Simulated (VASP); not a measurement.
Set up this calculation in VASP 6.6.1, as the native input.

| Item | Value |
| --- | --- |
| Task | single point |
| Functional | PBE |
| Potentials or basis | VASP PAW PBE potentials, release 64 (Re_sv_GW, B, Pt_sv_GW) |
| Cutoff | 570 eV |
| k mesh | 12 × 12 × 14 |
| Occupations | gaussian, width 0.1 eV |
| Spin | no spin polarisation |
| Dipole correction | no |
| Further INCAR settings | ALGO = Normal; EDIFF = 1e-06; NBANDS = 25 |

The structure of ReBPt lies in POSCAR:

```
ReBPt
1.0
    3.7525521094      0.0000000000      0.0000000000
   -1.8762760547      3.2498054558      0.0000000000
    0.0000000000      0.0000000000      3.2350515081
Re B Pt
1 1 1
Direct
    0.0000000000      0.0000000000      0.5000000000
    0.3333333333      0.6666666667      0.5000000000
    0.6666666667      0.3333333333      0.0000000000
```

The cell was generated, and may not be a known phase.

The input as run:

INCAR

```
SYSTEM = ReBPt
ALGO = Normal
EDIFF = 1E-6
ENCUT = 570
GGA = PE
GGA_COMPAT = .FALSE.
ISIF = 2
ISMEAR = 0
LASPH = .TRUE.
LCHARG = .TRUE.
LELF = .TRUE.
LREAL = .FALSE.
LVHAR = .TRUE.
LWAVE = .FALSE.
NBANDS = 25
NELM = 120
PREC = Accurate
SIGMA = 0.1
```

KPOINTS

```
k-points
0
G
  12 12 14
  0 0 0
```

Potentials or basis: VASP PAW PBE potentials, release 64 (Re_sv_GW, B, Pt_sv_GW).

Launch:

```bash
$ cat potpaw_PBE.64/Re_sv_GW/POTCAR potpaw_PBE.64/B/POTCAR potpaw_PBE.64/Pt_sv_GW/POTCAR > POTCAR
$ mpirun -np 1 vasp_std > vasp.out
```

Results of the run:

```
Pressure               : -1.1 GPa
Band gap on the k mesh : zero (bands 18 and 19 overlap by 2.19 eV)
```

Caveat: spin-orbit coupling is left out, which moves the levels of the heavy elements.

Run time: 120 s on 1 thread of Intel(R) Xeon(R) Platinum 8375C CPU @ 2.90GHz (Ice Lake), with other jobs on the host, peak memory 0.33 GiB.
